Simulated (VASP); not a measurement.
Set up this calculation in VASP 6.6.1, as the native input.

- Task: single point
- Functional: PBE
- Potentials or basis: VASP PAW PBE potentials, release 64 (B)
- Cutoff: 520 eV
- k mesh: 8 × 8 × 8
- Occupations: gaussian, width 0.1 eV
- Spin: no spin polarisation
- Dipole correction: no
- Further INCAR settings: ALGO = Normal; EDIFF = 1e-06; NBANDS = 12

The structure of B lies in POSCAR:

```
B
1.0
   -1.7832783485      1.7832783485      1.7832783485
    1.7832783485     -1.7832783485      1.7832783485
    1.7832783485      1.7832783485     -1.7832783485
B
3
Direct
    0.0000000000      0.5000000000      0.5000000000
    0.5000000000      0.0000000000      0.5000000000
    0.5000000000      0.5000000000      0.0000000000
```

These files were run (other wordings do the same):

INCAR

```
PREC = Accurate
ENCUT = 520
EDIFF = 1E-6
ISMEAR = 0
SIGMA = 0.1
LREAL = F
LASPH = T
NELM = 80
ALGO = Normal
ISIF = 2
LWAVE = F
LCHARG = F
GGA = PE
NBANDS = 12
```

KPOINTS

```
regular mesh
0
Gamma
  8 8 8
```

Potentials or basis: VASP PAW PBE potentials, release 64 (B).

The run is started by

```bash
$ cat potpaw_PBE.64/B/POTCAR > POTCAR
$ mpirun -np 1 vasp_std > vasp.out
```

It gave:

```json
{
 "Pressure": "0.3 GPa"
}
```

It took 2.6 s on 1 thread of Intel(R) Xeon(R) 6975P-C (Granite Rapids), with other jobs on the host, peak memory 0.12 GiB.
